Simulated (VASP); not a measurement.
A run of VASP 6.6.1:

Contents of INCAR:

```
PREC = Accurate
ENCUT = 500
EDIFF = 1E-6
ISMEAR = 0
SIGMA = 0.15
LREAL = False
LASPH = True
NELM = 120
ALGO = Normal
ISIF = 2
LWAVE = False
LCHARG = False
NBANDS = 16
GGA_COMPAT = False
```

KPOINTS

```
Automatic mesh
0
Gamma
  22 22 22
```

The input POSCAR:

```
InSb
1.0
   -2.8526559370      2.8526559370      1.7437269914
    2.8526559370     -2.8526559370      1.7437269914
    2.8526559370      2.8526559370     -1.7437269914
In Sb
1 1
Direct
    0.2500000000      0.7500000000      0.5000000000
    0.0000000000      0.0000000000      0.0000000000
```

Potentials or basis: VASP PAW LDA potentials, release 64 (In_d, Sb).

Run with:

```sh
$ cat potpaw_LDA.64/In_d/POTCAR potpaw_LDA.64/Sb/POTCAR > POTCAR
$ mpirun -np 1 vasp_std > vasp.out
```

Hardware: 1 thread of Intel Xeon 8259CL, on a shared host.

Task: How long does it take, and how much memory?

Result: Wall time 9.3 min on 1 thread of Intel Xeon 8259CL, with other jobs on the host, peak memory 0.78 GiB. Counts: scf iterations 11, k points 834.
